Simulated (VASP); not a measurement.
Set up this calculation in VASP 6.6.1, as the native input.

```
Task                   : single point
Functional             : PBE
Potentials or basis    : VASP PAW PBE potentials, release 64 (Ge_d)
Cutoff                 : 520 eV
k mesh                 : 5 × 5 × 5
Occupations            : gaussian, width 0.01 eV
Spin                   : no spin polarisation
Dipole correction      : no
Further INCAR settings : ALGO = Normal; EDIFF = 1e-06; NBANDS = 21
```

The structure of Ge lies in POSCAR:

```
Ge
1.0
    0.0000000000      2.8289100000      2.8289100000
    2.8289100000      0.0000000000      2.8289100000
    2.8289100000      2.8289100000      0.0000000000
Ge
2
Direct
    0.0000000000      0.0000000000      0.0000000000
    0.2500000000      0.2500000000      0.2500000000
```

These files were run (other wordings do the same):

INCAR

```
  PREC = Accurate
  ENCUT = 520
  EDIFF = 1E-6
  ISMEAR = 0
  SIGMA = 0.01
  LREAL = False
  LASPH = True
  NELM = 60
  ALGO = Normal
  ISIF = 2
  LWAVE = False
  LCHARG = True
  GGA = PE
  LELF = True
  LVHAR = True
  NBANDS = 21
```

KPOINTS

```
regular mesh
0
Gamma
  5 5 5
```

Potentials or basis: VASP PAW PBE potentials, release 64 (Ge_d).

The run is started by

```console
$ cat potpaw_PBE.64/Ge_d/POTCAR > POTCAR
$ mpirun -np 1 vasp_std > vasp.out
```

It gave:

```
Pressure               : 3.4 GPa
Band gap on the k mesh : 0.04 eV, direct
```

Wall time 11 s on 1 thread of Intel(R) Xeon(R) Platinum 8259CL CPU @ 2.50GHz (Skylake/Cascade Lake), with other jobs on the host, peak memory 0.16 GiB.
